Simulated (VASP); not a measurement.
# TiC (CsCl type) (Pm-3m) in VASP: notebook

Runs on TiC (CsCl type). Level: PBE. Tasks: single point.

All numbers are computed with VASP 6.6.1; they aren't measurements. Logs are shortened: lines on timing, memory, paths and dates and some standing lists are left out, and cuts for length are marked.

## 1. The cell of the first run

Symmetry: Pm-3m, No. 221, cubic system. Conventional cell: a = 2.564 Å, b = 2.564 Å, c = 2.564 Å, α = 90.00°, β = 90.00°, γ = 90.00°. Ti (site symmetry m-3m) has 8 C at 2.22 Å and 6 Ti at 2.56 Å within 2.9 Å. C (site symmetry m-3m) has 8 Ti at 2.22 Å and 6 C at 2.56 Å within 2.9 Å.

## 2. Single point, PBE

INCAR reads:

```
  ALGO = Normal
  EDIFF = 1E-7
  ENCUT = 520
  GGA = PE
  ISIF = 2
  ISMEAR = -1
  LASPH = T
  LCHARG = F
  LREAL = F
  LWAVE = F
  NBANDS = 15
  NELM = 60
  PREC = Accurate
  SIGMA = 0.08
```

KPOINTS reads:

```
k-points
0
Gamma
  15 15 15
```

POSCAR reads:

```
TiC
1.0
    2.5642139564      0.0000000000      0.0000000000
    0.0000000000      2.5642139564      0.0000000000
    0.0000000000      0.0000000000      2.5642139564
Ti C
1 1
Direct
    0.0000000000      0.0000000000      0.0000000000
    0.5000000000      0.5000000000      0.5000000000
```

Potentials or basis: VASP PAW PBE potentials, release 64 (Ti_sv, C).

Run with:

```
$ cat potpaw_PBE.64/Ti_sv/POTCAR potpaw_PBE.64/C/POTCAR > POTCAR
$ mpirun -np 1 vasp_std > vasp.out
```

OUTCAR:

```text
EDIFF = 1E-7
   ENCUT = 520
   GGA = PE
   ISIF = 2
   ISMEAR = -1
   LASPH = T
   LREAL = F
   NELM = 60
   PREC = Accurate

 ion  position               nearest neighbor table
   1  0.000  0.000  0.000-   2 2.22   2 2.22   2 2.22   2 2.22   2 2.22   2 2.22   2 2.22   2 2.22

   2  0.500  0.500  0.500-   1 2.22   1 2.22   1 2.22   1 2.22   1 2.22   1 2.22   1 2.22   1 2.22

  LATTYP: Found a simple cubic cell.
 ALAT       =     2.5642139564

  Lattice vectors:

 A1 = (   2.5642139564,   0.0000000000,   0.0000000000)
 A2 = (   0.0000000000,   2.5642139564,   0.0000000000)
 A3 = (   0.0000000000,   0.0000000000,   2.5642139564)

Analysis of symmetry for initial positions (statically):
=====================================================================
 Subroutine PRICEL returns:
 Original cell was already a primitive cell.

 Routine SETGRP: Setting up the symmetry group for a
 simple cubic supercell.

 Subroutine GETGRP returns: Found 48 space group operations
 (whereof 48 operations were pure point group operations)
 out of a pool of 48 trial point group operations.

The static configuration has the point symmetry O_h .

Analysis of symmetry for dynamics (positions and initial velocities):
=====================================================================
 Subroutine PRICEL returns:
 Original cell was already a primitive cell.

 Routine SETGRP: Setting up the symmetry group for a
 simple cubic supercell.

 Subroutine GETGRP returns: Found 48 space group operations
 (whereof 48 operations were pure point group operations)
 out of a pool of 48 trial point group operations.

The dynamic configuration has the point symmetry O_h .

 Subroutine INISYM returns: Found 48 space group operations
 (whereof 48 operations are pure point group operations),
 and found     1 'primitive' translations

----------------------------------------------------------------------------------------

                                     Primitive cell

  volume of cell :      16.8602

  direct lattice vectors                    reciprocal lattice vectors
     2.564213956  0.000000000  0.000000000     0.389983058  0.000000000  0.000000000
     0.000000000  2.564213956  0.000000000     0.000000000  0.389983058  0.000000000
     0.000000000  0.000000000  2.564213956     0.000000000  0.000000000  0.389983058

  length of vectors
     2.564213956  2.564213956  2.564213956     0.389983058  0.389983058  0.389983058

  position of ions in fractional coordinates (direct lattice)
     0.000000000  0.000000000  0.000000000
     0.500000000  0.500000000  0.500000000

  ion indices of the primitive-cell ions
   primitive index   ion index
                 1           1
                 2           2

----------------------------------------------------------------------------------------

 KPOINTS: k-points

Automatic generation of k-mesh.
 Grid dimensions read from file:
 generate k-points for:   15   15   15

 Generating k-lattice:

  Cartesian coordinates                     Fractional coordinates (reciprocal lattice)
     0.025998871  0.000000000  0.000000000     0.066666667  0.000000000  0.000000000
     0.000000000  0.025998871  0.000000000     0.000000000  0.066666667  0.000000000
     0.000000000  0.000000000  0.025998871     0.000000000  0.000000000  0.066666667

  Length of vectors
     0.025998871  0.025998871  0.025998871

  Shift w.r.t. Gamma in fractional coordinates (k-lattice)
     0.000000000  0.000000000  0.000000000

 Subroutine IBZKPT returns following result:
 ===========================================

 Found    120 irreducible k-points:

 Following reciprocal coordinates:
            Coordinates               Weight
  0.000000  0.000000  0.000000      1.000000
  0.066667  0.000000  0.000000      6.000000
  0.133333  0.000000  0.000000      6.000000
  0.200000  0.000000  0.000000      6.000000
  0.266667  0.000000  0.000000      6.000000
  0.333333  0.000000  0.000000      6.000000
[... 16 lines left out ...]
  0.266667  0.200000  0.000000     24.000000
  0.333333  0.200000  0.000000     24.000000
 [... further k-points ...]
   k-points           NKPTS =    120   k-points in BZ     NKDIM =    120   number of bands    NBANDS=     15
   number of dos      NEDOS =    301   number of ions     NIONS =      2
   total plane-waves  NPLWV =   8000
   dimension x,y,z NGX =    20 NGY =   20 NGZ =   20
   dimension x,y,z NGXF=    40 NGYF=   40 NGZF=   40
   ions per type =               1   1
   NGX,Y,Z   is equivalent  to a cutoff of  12.97, 12.97, 12.97 a.u.
   NGXF,Y,Z  is equivalent  to a cutoff of  25.93, 25.93, 25.93 a.u.
 SYSTEM =  unknown system
   PREC   = accura    normal or accurate (medium, high low for compatibility)
   ISTART =      0    job   : 0-new  1-cont  2-samecut
   ICHARG =      2    charge: 1-file 2-atom 10-const
   ISPIN  =      1    spin polarized calculation?
   LNONCOLLINEAR =      F non collinear calculations
   LSORBIT =      F    spin-orbit coupling
   LASPH  =      T    aspherical Exc in radial PAW
   ENCUT  =  520.0 eV  38.22 Ry    6.18 a.u.   4.77  4.77  4.77*2*pi/ulx,y,z
   NELM   =     60;   NELMIN=  2; NELMDL= -5     # of ELM steps
   EDIFF  = 0.1E-06   stopping-criterion for ELM
   LREAL  =      F    real-space projection
   EDIFFG = 0.1E-05   stopping-criterion for IOM
   NSW    =      0    number of steps for IOM
   IBRION =     -1    ionic relax: 0-MD 1-quasi-New 2-CG
   NFREE  =      0    steps in history (QN), initial steepest desc. (CG)
   ISIF   =      2    stress and relaxation
   ISYM   =      2    0-nonsym 1-usesym 2-fastsym
   POTIM  = 0.5000    time-step for ionic-motion
   TEBEG  =    0.0;   TEEND  =   0.0 temperature during run
   PSTRESS=    0.0 pullay stress
   NELECT =      16.0000    total number of electrons
   NUPDOWN=      -1.0000    fix difference up-down
   EMIN   =  10.00;   EMAX   =-10.00  energy-range for DOS
   EFERMI =   0.00;   METHOD = LEGACY
   ISMEAR =    -1;   SIGMA  =   0.08  broadening in eV -4-tet -1-fermi 0-gaus
   EFERMI_NEDOS =   21; number of points for ismear=-14 and -15
   IALGO  =     38    algorithm
   IMIX   =      4    mixing-type and parameters
     AMIX     =   0.40;   BMIX     =  1.00
     AMIX_MAG =   1.60;   BMIX_MAG =  1.00
  volume/ion in A,a.u.               =       8.43        56.89
  Fermi-wavevector in a.u.,A,eV,Ry     =   1.608770  3.040134 35.213785  2.588140
  Thomas-Fermi vector in A             =   2.704586
   LORBIT       =      0    0 simple, 1 ext, 2 COOP (PROOUT), +10 PAW based schemes
   GGA     = PE    functional components
   LHFCALC =     F    Hartree Fock is set to
   AEXX    =    0.0000 exact exchange contribution
   IVDW    =     0    specifies the selected vdW correction
   LEPSILON=     F    determine dielectric tensor
   LRPA    =     F    only Hartree local field effects (RPA)
 non-spin polarized calculation
  energy-cutoff  :      520.00
  volume of cell :       16.86
 maximum number of plane-waves:       466
 NGX is ok and might be reduce to    20
   NGX =  9   NGY =  9   NGZ =  9

 number of electron      16.0000007 magnetization

 Free energy of the ion-electron system (eV)
  ---------------------------------------------------
  ext. energy  EPLUGINS =         0.00000000
  ---------------------------------------------------
  free energy    TOTEN  =       -15.95805494 eV

  energy without entropy =      -15.90652290  energy(sigma->0) =      -15.93228892

 E-fermi :  12.2345     XC(G=0): -13.7801

 val. band max:       12.2269646542   @ k =   0.3333   0.2000   0.0667
 cond. band min:      12.2378375469   @ k =   0.4667   0.2000   0.1333
 fundamental gap:      0.0108728927
 Fermi energy:        12.2344593412

 k-point     1 :       0.0000    0.0000    0.0000
  band No.  band energies     occupation
      1     -44.2198      2.00000
      2     -19.9007      2.00000
      3     -19.9007      2.00000
      4     -19.9007      2.00000
      5      -1.7151      2.00000
      6      10.1861      2.00000
      7      10.1861      2.00000
      8      14.0076      0.00000
      9      14.0076      0.00000
     10      14.0076      0.00000
     11      16.2479      0.00000
     12      16.2479      0.00000
     13      16.2479      0.00000
     14      25.7867      0.00000
     15      30.1548      0.00000

 k-point     2 :       0.0667    0.0000    0.0000
  band No.  band energies     occupation
      1     -44.2119      2.00000
      2     -19.9593      2.00000
      3     -19.8952      2.00000
      4     -19.8952      2.00000
      5      -1.6101      2.00000
      6      10.1002      2.00000
      7      10.2290      2.00000
      8      13.7397      0.00000
      9      13.7397      0.00000
     10      13.9804      0.00000
     11      16.2608      0.00000
     12      16.5317      0.00000
     13      16.5317      0.00000
     14      25.9309      0.00000
     15      29.9003      0.00000

 k-point     3 :       0.1333    0.0000    0.0000
  band No.  band energies     occupation
      1     -44.1896      2.00000
      2     -20.1227      2.00000
      3     -19.8797      2.00000
      4     -19.8797      2.00000
      5      -1.3037      2.00000
      6       9.7549      2.00000
      7      10.3531      2.00000
      8      13.1725      0.00002
      9      13.1725      0.00002
     10      14.0515      0.00000
     11      16.2974      0.00000
     12      17.1507      0.00000
     13      17.1507      0.00000
     14      26.2592      0.00000
     15      29.2150      0.00000
[... 343 lines left out ...]
 k-point    23 :       0.2667    0.2000    0.0000
  band No.  band energies     occupation
      1     -44.0572      2.00000
      2     -20.5554      2.00000
      3     -20.2561      2.00000
      4     -19.7903      2.00000
      5       0.4014      2.00000
      6       8.3221      2.00000
      7       9.6893      2.00000
      8      12.1992      1.21672
      9      12.2053      1.18019
     10      15.4166      0.00000
     11      15.6990      0.00000
     12      18.0167      0.00000
     13      18.8836      0.00000
     14      26.6426      0.00000
     15      29.6400      0.00000

 k-point    24 :       0.3333    0.2000    0.0000
  band No.  band energies     occupation
      1     -44.0211      2.00000
      2     -20.7892      2.00000
      3     -20.2236      2.00000
      4     -19.7663      2.00000
      5       0.9444      2.00000
      6       7.4141      2.00000
      7       9.8540      2.00000
      8      11.9816      1.91865
      9      12.1321      1.56472
     10      15.4578      0.00000
     11      16.2865      0.00000
     12      18.3409      0.00000
     13      18.9570      0.00000
     14      26.4576      0.00000
     15      29.1447      0.00000

 [... further k-points ...]

------------------------ aborting loop because EDIFF is reached ----------------------------------------

  FORCE on cell =-STRESS in cart. coord.  units (eV):
  Direction    XX          YY          ZZ          XY          YZ          ZX
  --------------------------------------------------------------------------------------
  -------------------------------------------------------------------------------------
  Total        5.3977887      5.3977887      5.3977887     -0.0000000      0.0000000     -0.0000000
  in kB      512.9365941    512.9365941    512.9365941     -0.0000000      0.0000000     -0.0000000
  external PRESSURE =     512.9365941 kB  Pullay stress =       0.0000000 kB

 VOLUME and BASIS-vectors are now :
 -----------------------------------------------------------------------------
  energy-cutoff  :      520.00
  volume of cell :       16.86
      direct lattice vectors                 reciprocal lattice vectors
     2.564213956  0.000000000  0.000000000     0.389983058  0.000000000  0.000000000
     0.000000000  2.564213956  0.000000000     0.000000000  0.389983058  0.000000000
     0.000000000  0.000000000  2.564213956     0.000000000  0.000000000  0.389983058

 POSITION                                       TOTAL-FORCE (eV/Angst)
 -----------------------------------------------------------------------------------
      0.00000      0.00000      0.00000         0.000000      0.000000      0.000000
      1.28211      1.28211      1.28211         0.000000      0.000000      0.000000
 -----------------------------------------------------------------------------------
    total drift:                                0.000000      0.000000      0.000000

  FREE ENERGIE OF THE ION-ELECTRON SYSTEM (eV)
  ---------------------------------------------------
  free  energy   TOTEN  =       -15.9580549391 eV

  energy  without entropy=      -15.9065229025  energy(sigma->0) =      -15.93228892
```

It took 13 s on 1 thread of Intel Xeon 6975P-C (Granite Rapids), shared host; peak memory 0.15 GiB.

What came out:

```
Free energy            : -15.9581 eV
Pressure               : 51.3 GPa
Band gap on the k mesh : zero (band 8 reaches 14.01 eV, above the bottom of band 9 at 11.21 eV)
```

## 3. Single point, PBE

INCAR reads:

```
PREC = Accurate
ENCUT = 520
EDIFF = 1E-7
ISMEAR = -1
SIGMA = 0.08
LREAL = False
LASPH = True
NELM = 100
ALGO = Normal
ISIF = 2
LWAVE = False
LCHARG = True
GGA = PE
LELF = True
LVHAR = True
NBANDS = 15
```

KPOINTS reads:

```
Automatic mesh
0
Gamma
  15 15 15
```

POSCAR reads:

```
TiC
1.0
    2.5642958461      0.0000000000      0.0000000000
    0.0000000000      2.5642958461      0.0000000000
    0.0000000000      0.0000000000      2.5642958461
Ti C
1 1
Direct
    0.0000000000      0.0000000000      0.0000000000
    0.5000000000      0.5000000000      0.5000000000
```

Potentials or basis: VASP PAW PBE potentials, release 64 (Ti_sv, C).

Run with:

```
$ cat potpaw_PBE.64/Ti_sv/POTCAR potpaw_PBE.64/C/POTCAR > POTCAR
$ mpirun -np 1 vasp_std > vasp.out
```

It took 13 s on 1 thread of Intel Xeon 6975P-C (Granite Rapids), shared host; peak memory 0.14 GiB.

Results (log left out):

```
Free energy            : -15.9586 eV
Pressure               : 51.3 GPa
Band gap on the k mesh : zero (band 8 reaches 14.01 eV, above the bottom of band 9 at 11.21 eV)
```

Levels at points of the mesh, in eV from the Fermi level:
```
           k point  band 5  band 6  band 7  band 8  band 9  band 10  band 11  band 12
(0.00, 0.00, 0.00)  -13.95   -2.05   -2.05    1.77    1.77     1.77     4.01     4.01
```
